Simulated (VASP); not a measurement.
Input of a VASP 6.6.1 run:

The input POSCAR:

```
KBr
1.0
    2.9901052876      2.9901052876      0.0000000000
   -2.9901052876      2.9901052876      0.0000000000
    0.0000000000      2.9901052876      2.9901052876
K Br
1 1
Direct
    0.0000000000      0.0000000000      0.0000000000
    0.5000000000      0.5000000000      0.0000000000
```

File INCAR.step1:

```
SYSTEM = KBr
PREC     = Accurate       ! precision mode
ENCUT    = 520            ! plane-wave cutoff, eV
ISMEAR   = 0              ! smearing method
SIGMA    = 0.01           ! smearing width, eV
LREAL    = .False.        ! projectors in reciprocal space
LASPH    = .True.         ! aspherical terms in the spheres
NELM     = 100            ! most SCF steps
NBANDS   = 15             ! bands
GGA      = PE             ! functional
ALGO     = Normal         ! electronic algorithm
EDIFF    = 1E-4           ! SCF threshold, eV
LWAVE    = .True.         ! write WAVECAR
LCHARG   = .False.        ! write CHGCAR
```

Contents of INCAR.step2:

```
SYSTEM = KBr
PREC     = Accurate       ! precision mode
ENCUT    = 520            ! plane-wave cutoff, eV
EDIFF    = 1E-7           ! SCF threshold, eV
ISMEAR   = 0              ! smearing method
SIGMA    = 0.01           ! smearing width, eV
LREAL    = .False.        ! projectors in reciprocal space
LASPH    = .True.         ! aspherical terms in the spheres
NELM     = 100            ! most SCF steps
ALGO     = Normal         ! electronic algorithm
ISIF     = 2              ! what is computed and relaxed
LWAVE    = .False.        ! write WAVECAR
LCHARG   = .False.        ! write CHGCAR
METAGGA  = R2SCAN         ! meta-GGA
LMIXTAU  = .True.       
NBANDS   = 15             ! bands
ISTART   = 1
```

The input KPOINTS:

```
regular mesh
0
Gamma
  6 6 6
  0 0 0
```

Potentials or basis: VASP PAW PBE potentials, release 64 (K_sv, Br).

The run is started by

```bash
$ cat potpaw_PBE.64/K_sv/POTCAR potpaw_PBE.64/Br/POTCAR > POTCAR
$ cp INCAR.step1 INCAR
$ mpirun -np 1 vasp_std > vasp.out
$ cp INCAR.step2 INCAR
$ mpirun -np 1 vasp_std > vasp.out
```

Task: Predict the band gap on the k mesh.

Result: 5.79 eV (least direct gap 6.12 eV).

Task: What does it give for the pressure?

Result: 10.1 GPa.

Caveat: the cell stands under pressure; the PAW data sets were made with another functional, which shifts forces and pressure a little. A k mesh can miss the band edges.
